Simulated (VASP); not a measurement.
# Au (Cmcm) in VASP: single point with PBEsol

Aim: the single point of Au with PBEsol.

Everything below comes from runs of VASP 6.6.1. Logs are shortened: lines on timing, memory, paths and dates and some standing lists are left out, and cuts for length are marked.

### Step 1. The cell of the first run

Symmetry: Cmcm, No. 63, orthorhombic system. The conventional cell has a = 2.865 Å, b = 4.963 Å, c = 4.791 Å, α = 90.00°, β = 90.00°, γ = 90.00°. Au (site symmetry m2m) has 14 Au at 2.79 to 3.51 Å within 3.7 Å.

### Step 2. Single point, PBEsol

INCAR reads:

```
PREC = Accurate
ENCUT = 520
EDIFF = 1E-6
ISMEAR = 0
SIGMA = 0.15
LREAL = False
LASPH = True
NELM = 80
ALGO = Fast
ISIF = 2
LWAVE = False
LCHARG = False
GGA = PS
NBANDS = 18
```

KPOINTS reads:

```
regular mesh
0
Gamma
  18 18 10
```

POSCAR reads:

```
Au
1.0
    2.8651904506      0.0000000000      0.0000000000
   -1.4325952253      2.4813277169      0.0000000000
    0.0000000000      0.0000000000      4.7905767359
Au
2
Direct
    0.2591794847      0.5183589693      0.7500000000
    0.7408205153      0.4816410307      0.2500000000
```

Potentials or basis: VASP PAW PBE potentials, release 64 (Au).

Run with:

```
$ cat potpaw_PBE.64/Au/POTCAR > POTCAR
$ mpirun -np 1 vasp_std > vasp.out
```

OUTCAR:

```text
PREC = Accurate
   ENCUT = 520
   EDIFF = 1E-6
   ISMEAR = 0
   LREAL = False
   LASPH = True
   NELM = 80
   ISIF = 2
   GGA = PS

 ion  position               nearest neighbor table
   1  0.259  0.518  0.750-   2 2.79   2 2.79   2 2.79   2 2.79   2 3.38   2 3.38   2 3.51   2 3.51

   2  0.741  0.482  0.250-   1 2.79   1 2.79   1 2.79   1 2.79   1 3.38   1 3.38   1 3.51   1 3.51

  LATTYP: Found a hexagonal cell.
 ALAT       =     2.8651904506
 C/A-ratio  =     1.6719924272

  Lattice vectors:

 A1 = (   2.8651904506,   0.0000000000,   0.0000000000)
 A2 = (  -1.4325952253,   2.4813277169,   0.0000000000)
 A3 = (   0.0000000000,   0.0000000000,   4.7905767359)

Analysis of symmetry for initial positions (statically):
=====================================================================
 Subroutine PRICEL returns:
 Original cell was already a primitive cell.

 Routine SETGRP: Setting up the symmetry group for a
 hexagonal supercell.

 Subroutine GETGRP returns: Found  8 space group operations
 (whereof  4 operations were pure point group operations)
 out of a pool of 24 trial point group operations.

The static configuration has the point symmetry C_2h.
 The point group associated with its full space group is D_2h.

Analysis of symmetry for dynamics (positions and initial velocities):
=====================================================================
 Subroutine PRICEL returns:
 Original cell was already a primitive cell.

 Routine SETGRP: Setting up the symmetry group for a
 hexagonal supercell.

 Subroutine GETGRP returns: Found  8 space group operations
 (whereof  4 operations were pure point group operations)
 out of a pool of 24 trial point group operations.

The dynamic configuration has the point symmetry C_2h.
 The point group associated with its full space group is D_2h.

 Subroutine INISYM returns: Found  8 space group operations
 (whereof  4 operations are pure point group operations),
 and found     1 'primitive' translations

----------------------------------------------------------------------------------------

                                     Primitive cell

  volume of cell :      34.0585

  direct lattice vectors                    reciprocal lattice vectors
     2.865190451  0.000000000  0.000000000     0.349016939  0.201505024  0.000000000
    -1.432595225  2.481327717  0.000000000     0.000000000  0.403010047  0.000000000
     0.000000000  0.000000000  4.790576736     0.000000000  0.000000000  0.208743134

  length of vectors
     2.865190451  2.865190451  4.790576736     0.403010047  0.403010047  0.208743134

  position of ions in fractional coordinates (direct lattice)
     0.259179485  0.518358969  0.750000000
     0.740820515  0.481641031  0.250000000

  ion indices of the primitive-cell ions
   primitive index   ion index
                 1           1
                 2           2

----------------------------------------------------------------------------------------

 KPOINTS: regular mesh

Automatic generation of k-mesh.
 Grid dimensions read from file:
 generate k-points for:   18   18   10

 Generating k-lattice:

  Cartesian coordinates                     Fractional coordinates (reciprocal lattice)
     0.019389830  0.011194724  0.000000000     0.055555556  0.000000000  0.000000000
     0.000000000  0.022389447  0.000000000     0.000000000  0.055555556  0.000000000
     0.000000000  0.000000000  0.020874313     0.000000000  0.000000000  0.100000000

  Length of vectors
     0.022389447  0.022389447  0.020874313

  Shift w.r.t. Gamma in fractional coordinates (k-lattice)
     0.000000000  0.000000000  0.000000000

 Subroutine IBZKPT returns following result:
 ===========================================

 Found    546 irreducible k-points:

 Following reciprocal coordinates:
            Coordinates               Weight
  0.000000  0.000000  0.000000      1.000000
  0.055556  0.000000  0.000000      4.000000
  0.000000  0.055556  0.000000      2.000000
  0.111111  0.000000  0.000000      4.000000
  0.000000  0.111111  0.000000      2.000000
  0.166667  0.000000  0.000000      4.000000
[... 16 lines left out ...]
 -0.055556  0.166667  0.000000      4.000000
 -0.166667  0.111111  0.000000      4.000000
 [... further k-points ...]
   k-points           NKPTS =    546   k-points in BZ     NKDIM =    546   number of bands    NBANDS=     18
   number of dos      NEDOS =    301   number of ions     NIONS =      2
   total plane-waves  NPLWV =  20736
   dimension x,y,z NGX =    24 NGY =   24 NGZ =   36
   dimension x,y,z NGXF=    48 NGYF=   48 NGZF=   72
   ions per type =               2
   NGX,Y,Z   is equivalent  to a cutoff of  13.93, 13.93, 12.49 a.u.
   NGXF,Y,Z  is equivalent  to a cutoff of  27.85, 27.85, 24.99 a.u.
 SYSTEM =  unknown system
   PREC   = accura    normal or accurate (medium, high low for compatibility)
   ISTART =      0    job   : 0-new  1-cont  2-samecut
   ICHARG =      2    charge: 1-file 2-atom 10-const
   ISPIN  =      1    spin polarized calculation?
   LNONCOLLINEAR =      F non collinear calculations
   LSORBIT =      F    spin-orbit coupling
   LASPH  =      T    aspherical Exc in radial PAW
   ENCUT  =  520.0 eV  38.22 Ry    6.18 a.u.   5.33  5.33  8.91*2*pi/ulx,y,z
   NELM   =     80;   NELMIN=  2; NELMDL= -5     # of ELM steps
   EDIFF  = 0.1E-05   stopping-criterion for ELM
   LREAL  =      F    real-space projection
   EDIFFG = 0.1E-04   stopping-criterion for IOM
   NSW    =      0    number of steps for IOM
   IBRION =     -1    ionic relax: 0-MD 1-quasi-New 2-CG
   NFREE  =      0    steps in history (QN), initial steepest desc. (CG)
   ISIF   =      2    stress and relaxation
   ISYM   =      2    0-nonsym 1-usesym 2-fastsym
   POTIM  = 0.5000    time-step for ionic-motion
   TEBEG  =    0.0;   TEEND  =   0.0 temperature during run
   PSTRESS=    0.0 pullay stress
   NELECT =      22.0000    total number of electrons
   NUPDOWN=      -1.0000    fix difference up-down
   EMIN   =  10.00;   EMAX   =-10.00  energy-range for DOS
   EFERMI =   0.00;   METHOD = LEGACY
   ISMEAR =     0;   SIGMA  =   0.15  broadening in eV -4-tet -1-fermi 0-gaus
   EFERMI_NEDOS =   21; number of points for ismear=-14 and -15
   IALGO  =     68    algorithm
   IMIX   =      4    mixing-type and parameters
     AMIX     =   0.40;   BMIX     =  1.00
     AMIX_MAG =   1.60;   BMIX_MAG =  1.00
  volume/ion in A,a.u.               =      17.03       114.92
  Fermi-wavevector in a.u.,A,eV,Ry     =   1.415166  2.674275 27.248300  2.002694
  Thomas-Fermi vector in A             =   2.536632
   LORBIT       =      0    0 simple, 1 ext, 2 COOP (PROOUT), +10 PAW based schemes
   GGA     = PS    functional components
   LHFCALC =     F    Hartree Fock is set to
   AEXX    =    0.0000 exact exchange contribution
   IVDW    =     0    specifies the selected vdW correction
   LEPSILON=     F    determine dielectric tensor
   LRPA    =     F    only Hartree local field effects (RPA)
 non-spin polarized calculation
 RMM-DIIS sequential band-by-band and
 Gauss-broadening in eV      SIGMA  =   0.15
  energy-cutoff  :      520.00
  volume of cell :       34.06
 maximum number of plane-waves:       930
 NGX is ok and might be reduce to    24
   NGX = 11   NGY = 11   NGZ = 17

 number of electron      22.0000003 magnetization

 Free energy of the ion-electron system (eV)
  ---------------------------------------------------
  ext. energy  EPLUGINS =         0.00000000
  ---------------------------------------------------
  free energy    TOTEN  =        -7.80338799 eV

  energy without entropy =       -7.79425220  energy(sigma->0) =       -7.79882009

 E-fermi :   9.2984     XC(G=0): -12.8810

 val. band max:        9.2981275479   @ k =   0.0556   0.0556   0.0000
 cond. band min:       9.2985241911   @ k =   0.3889   0.1111   0.2000
 fundamental gap:      0.0003966432
 Fermi energy:         9.2984309095

 k-point     1 :       0.0000    0.0000    0.0000
  band No.  band energies     occupation
      1      -0.6427      2.00000
      2       1.8664      2.00000
      3       3.7162      2.00000
      4       4.5351      2.00000
      5       4.8907      2.00000
      6       5.0299      2.00000
[... 10 lines left out ...]
     17      26.1606      0.00000
     18      28.7038      0.00000

 k-point     2 :       0.0556    0.0000    0.0000
  band No.  band energies     occupation
      1      -0.5434      2.00000
      2       1.9550      2.00000
      3       3.7468      2.00000
      4       4.5129      2.00000
      5       4.8590      2.00000
      6       5.0643      2.00000
[... 10 lines left out ...]
     17      25.7313      0.00000
     18      28.3417      0.00000

 k-point     3 :       0.0000    0.0556    0.0000
  band No.  band energies     occupation
      1      -0.5494      2.00000
      2       1.9351      2.00000
      3       3.7343      2.00000
      4       4.6011      2.00000
      5       4.8715      2.00000
      6       5.0089      2.00000
[... 10 lines left out ...]
     17      25.8903      0.00000
     18      28.5555      0.00000

 k-point     4 :       0.1111    0.0000    0.0000
  band No.  band energies     occupation
      1      -0.2509      2.00000
      2       2.2114      2.00000
      3       3.8201      2.00000
      4       4.4160      2.00000
      5       4.7664      2.00000
      6       5.1947      2.00000
[... 10 lines left out ...]
     17      25.5476      0.00000
     18      27.5320      0.00000

 k-point     5 :       0.0000    0.1111    0.0000
  band No.  band energies     occupation
      1      -0.2785      2.00000
      2       2.1202      2.00000
      3       3.7903      2.00000
      4       4.7954      2.00000
      5       4.8168      2.00000
      6       4.9738      2.00000
[... 10 lines left out ...]
     17      25.2065      0.00000
     18      27.8177      0.00000

 k-point     6 :       0.1667    0.0000    0.0000
  band No.  band energies     occupation
      1       0.2173      2.00000
      2       2.6007      2.00000
      3       3.8783      2.00000
      4       4.2465      2.00000
      5       4.6200      2.00000
      6       5.2122      2.00000
[... 10 lines left out ...]
     17      26.2145      0.00000
     18      26.4916      0.00000

 k-point     7 :       0.0000    0.1667    0.0000
  band No.  band energies     occupation
      1       0.1395      2.00000
      2       2.3520      2.00000
      3       3.8950      2.00000
      4       4.4709      2.00000
      5       4.7342      2.00000
      6       5.0024      2.00000
[... 10 lines left out ...]
     17      25.3503      0.00000
     18      26.9069      0.00000

 k-point     8 :       0.2222    0.0000    0.0000
  band No.  band energies     occupation
      1       0.8255      2.00000
      2       3.0302      2.00000
      3       3.8666      2.00000
      4       4.0851      2.00000
      5       4.4281      2.00000
      6       4.7677      2.00000
[... 10 lines left out ...]
     17      25.2700      0.00000
     18      27.0695      0.00000
[... 229 lines left out ...]
     17      23.4050      0.00000
     18      23.6993      0.00000

 k-point    20 :       0.0556    0.0556    0.0000
  band No.  band energies     occupation
      1      -0.3600      2.00000
      2       2.0869      2.00000
      3       3.7729      2.00000
      4       4.5899      2.00000
      5       4.8193      2.00000
      6       5.0836      2.00000
[... 10 lines left out ...]
     17      25.4358      0.00000
     18      28.2011      0.00000

 k-point    21 :      -0.1111    0.0556    0.0000
  band No.  band energies     occupation
      1      -0.3419      2.00000
      2       2.1448      2.00000
      3       3.8247      2.00000
      4       4.4071      2.00000
      5       4.7896      2.00000
      6       5.1418      2.00000
[... 10 lines left out ...]
     17      25.4745      0.00000
     18      27.6051      0.00000

 k-point    22 :       0.1111    0.0556    0.0000
  band No.  band energies     occupation
      1       0.0146      2.00000
      2       2.3948      2.00000
      3       3.8151      2.00000
      4       4.4219      2.00000
      5       4.6994      2.00000
      6       5.0590      2.00000
[... 10 lines left out ...]
     17      25.7138      0.00000
     18      27.3318      0.00000

 k-point    23 :      -0.0556    0.1667    0.0000
  band No.  band energies     occupation
      1      -0.0112      2.00000
      2       2.3084      2.00000
      3       3.8312      2.00000
      4       4.6858      2.00000
      5       4.7349      2.00000
      6       4.7926      2.00000
[... 10 lines left out ...]
     17      25.4223      0.00000
     18      27.4037      0.00000

 k-point    24 :      -0.1667    0.1111    0.0000
  band No.  band energies     occupation
      1       0.0441      2.00000
      2       2.4824      2.00000
      3       3.9437      2.00000
      4       4.2695      2.00000
      5       4.6748      2.00000
      6       5.0428      2.00000
[... 10 lines left out ...]
     17      26.1175      0.00000
     18      26.7282      0.00000

 [... further k-points ...]
[... 5 lines left out ...]
  --------------------------------------------------------------------------------------
  -------------------------------------------------------------------------------------
  Total        0.4875670     -0.3830565      0.7732553      0.0000000      0.0000000      0.0000000
  in kB       22.9360941    -18.0197179     36.3754238      0.0000000      0.0000000      0.0000000
  external PRESSURE =      13.7639333 kB  Pullay stress =       0.0000000 kB

 VOLUME and BASIS-vectors are now :
 -----------------------------------------------------------------------------
  energy-cutoff  :      520.00
  volume of cell :       34.06
      direct lattice vectors                 reciprocal lattice vectors
     2.865190451  0.000000000  0.000000000     0.349016939  0.201505024  0.000000000
    -1.432595225  2.481327717  0.000000000     0.000000000  0.403010047  0.000000000
     0.000000000  0.000000000  4.790576736     0.000000000  0.000000000  0.208743134

 POSITION                                       TOTAL-FORCE (eV/Angst)
 -----------------------------------------------------------------------------------
      0.00000      1.28622      3.59293         0.000000      0.009336      0.000000
      1.43260      1.19511      1.19764        -0.000000     -0.009336     -0.000000
 -----------------------------------------------------------------------------------
    total drift:                               -0.000000      0.000000     -0.000000

  FREE ENERGIE OF THE ION-ELECTRON SYSTEM (eV)
  ---------------------------------------------------
  free  energy   TOTEN  =        -7.8033879889 eV

  energy  without entropy=       -7.7942522001  energy(sigma->0) =       -7.79882009
```

Run time: 2.4 min. Hardware: 1 thread of Intel Xeon Platinum 8488C (Sapphire Rapids), shared host; peak memory 0.37 GiB.

Results:

| Property | Result |
| --- | --- |
| Free energy | -7.8034 eV |
| Pressure | 1.4 GPa |
| Largest force | 0.009 eV/Å |
| Band gap on the k mesh | zero (bands 11 and 12 overlap by 6.47 eV) |

Forces in eV/Å, atoms in the order of the input:
```
Au   0.000  0.009  0.000
Au   0.000 -0.009  0.000
```

Stress tensor (GPa, compression positive):
```
 2.29  0.00  0.00
 0.00 -1.80  0.00
 0.00  0.00  3.64
```

Levels at points of the mesh, in eV from the Fermi level:
```csv
k point,band 7,band 8,band 9,band 10,band 11,band 12,band 13,band 14,band 15,band 16
"(0.00, 0.00, 0.00)",-4.06,-4.03,-3.27,-2.40,-1.45,-1.18,2.96,14.16,14.80,15.65
"(0.50, 0.00, 0.00)",-3.60,-3.19,-1.84,-1.78,0.92,1.03,6.40,6.55,9.34,9.82
"(0.00, 0.50, 0.00)",-1.97,-1.75,-1.69,-1.63,-1.28,2.20,4.53,4.66,8.71,10.27
"(0.00, 0.00, 0.50)",-4.42,-4.42,-3.09,-3.09,-2.85,-2.85,10.63,10.63,15.63,15.63
"(0.50, 0.00, 0.50)",-1.85,-1.85,-1.51,-1.51,-0.19,-0.19,4.31,4.31,11.55,11.55
"(0.00, 0.50, 0.50)",-3.59,-3.59,-1.80,-1.80,2.06,2.06,2.55,2.55,13.61,13.61
```

Caveat: the PAW data sets were made with another functional, which shifts forces and pressure a little; spin-orbit coupling is left out, which moves the levels of the heavy elements.
